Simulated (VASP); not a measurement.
# GaP (rocksalt type) (Fm-3m) in VASP: notebook

Runs on GaP (rocksalt type). Level: PBE. Tasks: single point, relaxation of cell and atoms.

Program: VASP 6.6.1. These are calculated values, not measurements. Logs are shortened: lines on timing, memory, paths and dates and some standing lists are left out, and cuts for length are marked.

## 1. The cell of the first run

It takes space group Fm-3m (No. 225, cubic). The conventional cell has a = 5.037 Å, b = 5.037 Å, c = 5.037 Å, α = 90.00°, β = 90.00°, γ = 90.00°. Ga (site symmetry m-3m) has 6 P at 2.52 Å within 3.3 Å. Within 3.3 Å of P (site symmetry m-3m) lie 6 Ga at 2.52 Å.

## 2. Single point, PBE (volume scaled by 0.93, to set the pressure)

Input file INCAR:

```
SYSTEM = GaP
  PREC = Accurate
  ENCUT = 500
  EDIFF = 1E-6
  ISMEAR = -1
  SIGMA = 0.1
  LREAL = .FALSE.
  LASPH = .TRUE.
  NELM = 120
  ALGO = Normal
  ISIF = 2
  LWAVE = .FALSE.
  LCHARG = .TRUE.
  GGA = PE
  LELF = .TRUE.
  LVHAR = .TRUE.
  NBANDS = 16
  GGA_COMPAT = .FALSE.
```

Input file KPOINTS:

```
Automatic mesh
0
G
  14 14 14
  0 0 0
```

Input file POSCAR:

```
GaP
1.0
    0.0000000000      2.5186663203      2.5186663203
    2.5186663203      0.0000000000      2.5186663203
    2.5186663203      2.5186663203      0.0000000000
Ga P
1 1
Direct
    0.0000000000      0.0000000000      0.0000000000
    0.5000000000      0.5000000000      0.5000000000
```

Potentials or basis: VASP PAW PBE potentials, release 64 (Ga_d, P).

Command:

```sh
> cat potpaw_PBE.64/Ga_d/POTCAR potpaw_PBE.64/P/POTCAR > POTCAR
> mpirun -np 1 vasp_std > vasp.out
```

OUTCAR:

```text
SYSTEM = GaP
   PREC = Accurate
   ENCUT = 500
   EDIFF = 1E-6
   ISMEAR = -1
   LREAL = .FALSE.
   LASPH = .TRUE.
   NELM = 120
   ISIF = 2
   GGA = PE

 ion  position               nearest neighbor table
   1  0.000  0.000  0.000-   2 2.52   2 2.52   2 2.52   2 2.52   2 2.52   2 2.52
   2  0.500  0.500  0.500-   1 2.52   1 2.52   1 2.52   1 2.52   1 2.52   1 2.52

  LATTYP: Found a face centered cubic cell.
 ALAT       =     5.0373326406

  Lattice vectors:

 A1 = (   0.0000000000,   2.5186663203,   2.5186663203)
 A2 = (   2.5186663203,   0.0000000000,   2.5186663203)
 A3 = (   2.5186663203,   2.5186663203,   0.0000000000)

Analysis of symmetry for initial positions (statically):
=====================================================================
 Subroutine PRICEL returns:
 Original cell was already a primitive cell.

 Routine SETGRP: Setting up the symmetry group for a
 face centered cubic supercell.

 Subroutine GETGRP returns: Found 48 space group operations
 (whereof 48 operations were pure point group operations)
 out of a pool of 48 trial point group operations.

The static configuration has the point symmetry O_h .

Analysis of symmetry for dynamics (positions and initial velocities):
=====================================================================
 Subroutine PRICEL returns:
 Original cell was already a primitive cell.

 Routine SETGRP: Setting up the symmetry group for a
 face centered cubic supercell.

 Subroutine GETGRP returns: Found 48 space group operations
 (whereof 48 operations were pure point group operations)
 out of a pool of 48 trial point group operations.

The dynamic configuration has the point symmetry O_h .

 Subroutine INISYM returns: Found 48 space group operations
 (whereof 48 operations are pure point group operations),
 and found     1 'primitive' translations

----------------------------------------------------------------------------------------

                                     Primitive cell

  volume of cell :      31.9552

  direct lattice vectors                    reciprocal lattice vectors
     0.000000000  2.518666320  2.518666320    -0.198517762  0.198517762  0.198517762
     2.518666320  0.000000000  2.518666320     0.198517762 -0.198517762  0.198517762
     2.518666320  2.518666320  0.000000000     0.198517762  0.198517762 -0.198517762

  length of vectors
     3.561932069  3.561932069  3.561932069     0.343842849  0.343842849  0.343842849

  position of ions in fractional coordinates (direct lattice)
[... 78 lines left out ...]
   NELM   =    120;   NELMIN=  2; NELMDL= -5     # of ELM steps
   EDIFF  = 0.1E-05   stopping-criterion for ELM
   LREAL  =      F    real-space projection
   EDIFFG = 0.1E-04   stopping-criterion for IOM
   NSW    =      0    number of steps for IOM
   IBRION =     -1    ionic relax: 0-MD 1-quasi-New 2-CG
   NFREE  =      0    steps in history (QN), initial steepest desc. (CG)
   ISIF   =      2    stress and relaxation
   ISYM   =      2    0-nonsym 1-usesym 2-fastsym
   POTIM  = 0.5000    time-step for ionic-motion
   TEBEG  =    0.0;   TEEND  =   0.0 temperature during run
   PSTRESS=    0.0 pullay stress
   NELECT =      18.0000    total number of electrons
   NUPDOWN=      -1.0000    fix difference up-down
   EMIN   =  10.00;   EMAX   =-10.00  energy-range for DOS
   EFERMI =   0.00;   METHOD = LEGACY
   ISMEAR =    -1;   SIGMA  =   0.10  broadening in eV -4-tet -1-fermi 0-gaus
   EFERMI_NEDOS =   21; number of points for ismear=-14 and -15
   IALGO  =     38    algorithm
   IMIX   =      4    mixing-type and parameters
     AMIX     =   0.40;   BMIX     =  1.00
     AMIX_MAG =   1.60;   BMIX_MAG =  1.00
  volume/ion in A,a.u.               =      15.98       107.82
  Fermi-wavevector in a.u.,A,eV,Ry     =   1.352026  2.554959 24.871099  1.827974
  Thomas-Fermi vector in A             =   2.479399
   LORBIT       =      0    0 simple, 1 ext, 2 COOP (PROOUT), +10 PAW based schemes
   GGA     = PE    functional components
   LHFCALC =     F    Hartree Fock is set to
   AEXX    =    0.0000 exact exchange contribution
   IVDW    =     0    specifies the selected vdW correction
   LEPSILON=     F    determine dielectric tensor
   LRPA    =     F    only Hartree local field effects (RPA)
 non-spin polarized calculation
  energy-cutoff  :      500.00
  volume of cell :       31.96
 maximum number of plane-waves:       869
 NGX is ok and might be reduce to    28
   NGX = 13   NGY = 13   NGZ = 13

 number of electron      17.9999992 magnetization

 Free energy of the ion-electron system (eV)
  ---------------------------------------------------
  ext. energy  EPLUGINS =         0.00000000
  ---------------------------------------------------
  free energy    TOTEN  =        -8.27612343 eV

  energy without entropy =       -8.24523012  energy(sigma->0) =       -8.26067677

 E-fermi :   7.2919     XC(G=0): -11.3095

 val. band max:        7.2544431873   @ k =   0.0000   0.0000   0.0000
 cond. band min:       7.3236832515   @ k =   0.3571   0.0000   0.0000
 fundamental gap:      0.0692400643
 Fermi energy:         7.2918823922

 k-point     1 :       0.0000    0.0000    0.0000
  band No.  band energies     occupation
      1      -7.5048      2.00000
      2      -7.5048      2.00000
      3      -7.4760      2.00000
      4      -7.4760      2.00000
      5      -7.4760      2.00000
      6      -6.5501      2.00000
[... 433 lines left out ...]
      3      -7.4880      2.00000
      4      -7.4491      2.00000
      5      -7.4383      2.00000
      6      -5.3354      2.00000
[... 8 lines left out ...]
     15      18.1009      0.00000
     16      18.5128      0.00000

 [... further k-points ...]

------------------------ aborting loop because EDIFF is reached ----------------------------------------

  FORCE on cell =-STRESS in cart. coord.  units (eV):
  Direction    XX          YY          ZZ          XY          YZ          ZX
  --------------------------------------------------------------------------------------
  -------------------------------------------------------------------------------------
  Total        1.5000847      1.5000847      1.5000847      0.0000000      0.0000000     -0.0000000
  in kB       75.2115361     75.2115361     75.2115361      0.0000000      0.0000000     -0.0000000
  external PRESSURE =      75.2115361 kB  Pullay stress =       0.0000000 kB

 VOLUME and BASIS-vectors are now :
 -----------------------------------------------------------------------------
  energy-cutoff  :      500.00
  volume of cell :       31.96
      direct lattice vectors                 reciprocal lattice vectors
     0.000000000  2.518666320  2.518666320    -0.198517762  0.198517762  0.198517762
     2.518666320  0.000000000  2.518666320     0.198517762 -0.198517762  0.198517762
     2.518666320  2.518666320  0.000000000     0.198517762  0.198517762 -0.198517762

 POSITION                                       TOTAL-FORCE (eV/Angst)
 -----------------------------------------------------------------------------------
      0.00000      0.00000      0.00000         0.000000      0.000000     -0.000000
      2.51867      2.51867      2.51867        -0.000000     -0.000000      0.000000
 -----------------------------------------------------------------------------------
    total drift:                               -0.000000      0.000000      0.000000

  FREE ENERGIE OF THE ION-ELECTRON SYSTEM (eV)
  ---------------------------------------------------
  free  energy   TOTEN  =        -8.2761234261 eV

  energy  without entropy=       -8.2452301169  energy(sigma->0) =       -8.26067677
```

stdout:

```text
POSCAR found type information on POSCAR GaP
 POSCAR found :  2 types and       2 ions
 scaLAPACK will be used
 LDA part: xc-table for (Slater+PW92), standard interpolation
 POSCAR, INCAR and KPOINTS ok, starting setup
 FFT: planning ... GRIDC
 FFT: planning ... GRID_SOFT
 FFT: planning ... GRID
 WAVECAR not read
 entering main loop
```

Run time: 55 s. Hardware: 1 thread of Intel Xeon Platinum 8259CL at 2.50GHz (Skylake/Cascade Lake), shared host; peak memory 0.19 GiB.

What came out:

- Free energy: -8.2761 eV
- Pressure: 7.5 GPa
- Band gap on the k mesh: zero (band 9 reaches 7.82 eV, above the bottom of band 10 at 4.35 eV)

Caveat: the cell differs from its parent crystal (volume scaled by 0.93, to set the pressure).

## 3. Single point, PBE

This run uses another cell than the first one, of 17.18 Å³/atom, 1.075 times its volume.

Input file INCAR:

```
SYSTEM = GaP
ALGO = Normal
EDIFF = 1E-6
ENCUT = 500
GGA = PE
GGA_COMPAT = .False.
ISIF = 2
ISMEAR = -1
LASPH = .True.
LCHARG = .False.
LREAL = .False.
LWAVE = .False.
NBANDS = 16
NELM = 120
PREC = Accurate
SIGMA = 0.1
```

Input file KPOINTS:

```
k-points
0
Gamma
  15 15 15
  0 0 0
```

Input file POSCAR:

```
GaP
1.0
    0.0000000000      2.5803363391      2.5803363391
    2.5803363391      0.0000000000      2.5803363391
    2.5803363391      2.5803363391      0.0000000000
Ga P
1 1
Direct
    0.0000000000      0.0000000000      0.0000000000
    0.5000000000      0.5000000000      0.5000000000
```

Potentials or basis: VASP PAW PBE potentials, release 64 (Ga_d, P).

Command:

```sh
> cat potpaw_PBE.64/Ga_d/POTCAR potpaw_PBE.64/P/POTCAR > POTCAR
> mpirun -np 1 vasp_std > vasp.out
```

OUTCAR:

```text
SYSTEM = GaP
   EDIFF = 1E-6
   ENCUT = 500
   GGA = PE
   ISIF = 2
   ISMEAR = -1
   LASPH = .True.
   LREAL = .False.
   NELM = 120
   PREC = Accurate

 ion  position               nearest neighbor table
   1  0.000  0.000  0.000-   2 2.58   2 2.58   2 2.58   2 2.58   2 2.58   2 2.58
   2  0.500  0.500  0.500-   1 2.58   1 2.58   1 2.58   1 2.58   1 2.58   1 2.58

  LATTYP: Found a face centered cubic cell.
 ALAT       =     5.1606726782

  Lattice vectors:

 A1 = (   0.0000000000,   2.5803363391,   2.5803363391)
 A2 = (   2.5803363391,   0.0000000000,   2.5803363391)
 A3 = (   2.5803363391,   2.5803363391,   0.0000000000)

Analysis of symmetry for initial positions (statically):
=====================================================================
 Subroutine PRICEL returns:
 Original cell was already a primitive cell.

 Routine SETGRP: Setting up the symmetry group for a
 face centered cubic supercell.

 Subroutine GETGRP returns: Found 48 space group operations
 (whereof 48 operations were pure point group operations)
 out of a pool of 48 trial point group operations.

The static configuration has the point symmetry O_h .

Analysis of symmetry for dynamics (positions and initial velocities):
=====================================================================
 Subroutine PRICEL returns:
 Original cell was already a primitive cell.

 Routine SETGRP: Setting up the symmetry group for a
 face centered cubic supercell.

 Subroutine GETGRP returns: Found 48 space group operations
 (whereof 48 operations were pure point group operations)
 out of a pool of 48 trial point group operations.

The dynamic configuration has the point symmetry O_h .

 Subroutine INISYM returns: Found 48 space group operations
 (whereof 48 operations are pure point group operations),
 and found     1 'primitive' translations

----------------------------------------------------------------------------------------
[... 110 lines left out ...]
   IALGO  =     38    algorithm
   IMIX   =      4    mixing-type and parameters
     AMIX     =   0.40;   BMIX     =  1.00
     AMIX_MAG =   1.60;   BMIX_MAG =  1.00
  volume/ion in A,a.u.               =      17.18       115.94
  Fermi-wavevector in a.u.,A,eV,Ry     =   1.319713  2.493895 23.696468  1.741641
  Thomas-Fermi vector in A             =   2.449591
   LORBIT       =      0    0 simple, 1 ext, 2 COOP (PROOUT), +10 PAW based schemes
   GGA     = PE    functional components
   LHFCALC =     F    Hartree Fock is set to
   AEXX    =    0.0000 exact exchange contribution
   IVDW    =     0    specifies the selected vdW correction
   LEPSILON=     F    determine dielectric tensor
   LRPA    =     F    only Hartree local field effects (RPA)
 non-spin polarized calculation
  energy-cutoff  :      500.00
  volume of cell :       34.36
 maximum number of plane-waves:       893
   NGX = 13   NGY = 13   NGZ = 13

 number of electron      18.0000009 magnetization

 Free energy of the ion-electron system (eV)
  ---------------------------------------------------
  ext. energy  EPLUGINS =         0.00000000
  ---------------------------------------------------
  free energy    TOTEN  =        -8.33047531 eV

  energy without entropy =       -8.29612879  energy(sigma->0) =       -8.31330205

 E-fermi :   6.4207     XC(G=0): -10.9621

 val. band max:        6.4203167307   @ k =  -0.2000   0.2000   0.0667
 cond. band min:       6.4435900088   @ k =   0.3333   0.0000   0.0000
 fundamental gap:      0.0232732782
 Fermi energy:         6.4207223487

 k-point     1 :       0.0000    0.0000    0.0000
  band No.  band energies     occupation
      1      -8.2653      2.00000
      2      -8.2653      2.00000
      3      -8.2413      2.00000
      4      -8.2413      2.00000
      5      -8.2413      2.00000
      6      -6.7794      2.00000
[... 433 lines left out ...]
      3      -8.2488      2.00000
      4      -8.2263      2.00000
      5      -8.2245      2.00000
      6      -6.1732      2.00000
[... 8 lines left out ...]
     15      16.1741      0.00000
     16      16.5923      0.00000

 [... further k-points ...]

------------------------ aborting loop because EDIFF is reached ----------------------------------------

  FORCE on cell =-STRESS in cart. coord.  units (eV):
  Direction    XX          YY          ZZ          XY          YZ          ZX
  --------------------------------------------------------------------------------------
  -------------------------------------------------------------------------------------
  Total        0.0093895      0.0093895      0.0093895      0.0000000      0.0000000     -0.0000000
  in kB        0.4378173      0.4378173      0.4378173      0.0000000      0.0000000     -0.0000000
  external PRESSURE =       0.4378173 kB  Pullay stress =       0.0000000 kB

 VOLUME and BASIS-vectors are now :
 -----------------------------------------------------------------------------
  energy-cutoff  :      500.00
  volume of cell :       34.36
      direct lattice vectors                 reciprocal lattice vectors
     0.000000000  2.580336339  2.580336339    -0.193773189  0.193773189  0.193773189
     2.580336339  0.000000000  2.580336339     0.193773189 -0.193773189  0.193773189
     2.580336339  2.580336339  0.000000000     0.193773189  0.193773189 -0.193773189

 POSITION                                       TOTAL-FORCE (eV/Angst)
 -----------------------------------------------------------------------------------
      0.00000      0.00000      0.00000        -0.000000     -0.000000     -0.000000
      2.58034      2.58034      2.58034         0.000000      0.000000      0.000000
 -----------------------------------------------------------------------------------
    total drift:                               -0.000000      0.000000      0.000000

  FREE ENERGIE OF THE ION-ELECTRON SYSTEM (eV)
  ---------------------------------------------------
  free  energy   TOTEN  =        -8.3304753112 eV

  energy  without entropy=       -8.2961287860  energy(sigma->0) =       -8.31330205
```

Wall time 56 s (1 thread of Intel Xeon Platinum 8259CL at 2.50GHz (Skylake/Cascade Lake), shared host); peak memory 0.2 GiB.

Results:

```yaml
Free_energy: -8.3305 eV
Pressure: 0.0 GPa
Band_gap_on_the_k_mesh: zero (band 9 reaches 6.92 eV, above the bottom of band 10 at 3.77 eV)
```

## 4. Relaxation of cell and atoms, PBE, target pressure 7.5 GPa, at which the enthalpy is minimised

Input file INCAR:

```
SYSTEM = GaP
PREC = Accurate
ENCUT = 500
EDIFF = 1E-7
ISMEAR = -1
SIGMA = 0.1
LREAL = .FALSE.
LASPH = .TRUE.
NELM = 120
ALGO = Normal
ISIF = 3
LWAVE = .FALSE.
LCHARG = .FALSE.
GGA = PE
IBRION = 2
NSW = 60
EDIFFG = -0.005
PSTRESS = 75.0
GGA_COMPAT = .FALSE.
NELMIN = 4
```

Input file KPOINTS:

```
Automatic mesh
0
G
  14 14 14
  0 0 0
```

Input file POSCAR:

```
GaP
1.0
    0.0000000000      2.5186663203      2.5186663203
    2.5186663203      0.0000000000      2.5186663203
    2.5186663203      2.5186663203      0.0000000000
Ga P
1 1
Direct
    0.0000000000      0.0000000000      0.0000000000
    0.5000000000      0.5000000000      0.5000000000
```

Command:

```sh
> cat potpaw_PBE.64/Ga_d/POTCAR potpaw_PBE.64/P/POTCAR > POTCAR
> mpirun -np 1 vasp_std > vasp.out
```

It took 47 s on 1 thread of Intel Xeon Platinum 8259CL at 2.50GHz (Skylake/Cascade Lake), shared host; peak memory 0.18 GiB.

Results (log left out):

```yaml
Free_energy: -8.2761 eV
Pressure_after_relaxing: 7.5 GPa
Band_gap_on_the_k_mesh: zero (band 9 reaches 7.82 eV, above the bottom of band 10 at 4.35 eV)
```

Final structure:
```
Ga P
1.0
     0.00000    2.51867    2.51867
     2.51867    0.00000    2.51867
     2.51867    2.51867    0.00000
Ga P
1 1
Direct
  0.00000 0.00000 0.00000
  0.50000 0.50000 0.50000
```

Levels at points of the mesh, in eV from the Fermi level:
```tsv
k point	band 7	band 8	band 9	band 10	band 11	band 12
(0.00, 0.00, 0.00)	-0.04	-0.04	-0.04	2.17	7.02	7.02
(0.50, 0.00, 0.00)	-8.28	0.15	0.15	2.95	2.95	3.23
(0.50, 0.50, 0.00)	-6.36	-3.09	-2.94	-2.94	3.15	11.58
```

Caveat: the relaxation stopped at its first step, so nothing moved; the cell is relaxed towards a set pressure, so the enthalpy falls and the energy may rise.

[end of part 1 of 2]
